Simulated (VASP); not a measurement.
## SnTe: relaxation of cell and atoms with r2SCAN

The system is SnTe.

```
Sn Te
1.0
     0.00000    3.15085    3.15085
     3.15085    0.00000    3.15085
     3.15085    3.15085    0.00000
Sn Te
1 1
Direct
  0.00000 0.00000 0.00000
  0.50000 0.50000 0.50000
```

| Quantity | Value |
| --- | --- |
| Program | VASP 6.6.1 |
| Task | relaxation of cell and atoms |
| Functional | r2SCAN |
| Potentials or basis | VASP PAW PBE potentials, release 64 (Sn_d, Te) |
| Cutoff | 600 eV |
| k mesh | 12 × 12 × 12 |
| Occupations | gaussian, width 0.1 eV |
| Spin | no spin polarisation |
| Dipole correction | no |
| Further INCAR settings | ALGO = Normal; EDIFF = 1e-06; IBRION = 2; EDIFFG = -0.005; NSW = 100; ISIF = 3 |

```json
{
  "Relaxed volume": "32.31 Å³/atom",
  "Relaxed cell": "a = 4.504 Å, b = 4.504 Å, c = 4.504 Å, α = 60.00°, β = 60.00°, γ = 60.00°",
  "Space group after relaxing (to 0.1 Å)": "Fm-3m (No. 225)",
  "Energy gained by relaxing": "4.8 meV/atom",
  "Ionic steps": "3",
  "Pressure after relaxing": "0.0 GPa",
  "Band gap on the k mesh": "0.13 eV"
}
```

The path:
| step | energy change (eV) | largest force (eV/Å) | pressure (GPa) | volume (Å³) |
| --- | --- | --- | --- | --- |
| 1 | 0.0000 | 0.0000 | 1.56 | 62.56 |
| 2 | -0.0086 | 0.0000 | -0.48 | 65.35 |
| 3 | -0.0097 | 0.0000 | 0.01 | 64.62 |

Final structure:
```yaml
crystal:
  lattice:
    - [0.00000, 3.18501, 3.18501]
    - [3.18501, 0.00000, 3.18501]
    - [3.18501, 3.18501, 0.00000]
  atoms:
    - { symbol: Sn, position: [0.00000, 0.00000, 0.00000] }
    - { symbol: Te, position: [0.50000, 0.50000, 0.50000] }
```

Levels at points of the mesh, in eV from the valence-band top:
```tsv
k point	band 7	band 8	band 9	band 10	band 11	band 12	band 13	band 14
(0.00, 0.00, 0.00)	-4.88	-2.40	-2.40	-2.40	3.36	3.36	3.36	5.02
(0.50, 0.00, 0.00)	-8.63	-2.04	-2.04	0.00	0.13	0.33	0.33	8.13
(0.50, 0.50, 0.00)	-6.74	-5.75	-3.96	-3.96	2.44	4.95	4.95	6.46
```

Wall time 13 min on 1 thread of Intel Xeon 8259CL, on a shared host, peak memory 0.29 GiB.

Caveat: the PAW data sets were made with another functional, which shifts forces and pressure a little; spin-orbit coupling is left out, which moves the levels of the heavy elements. Zero-point motion and thermal expansion aren't in these numbers.
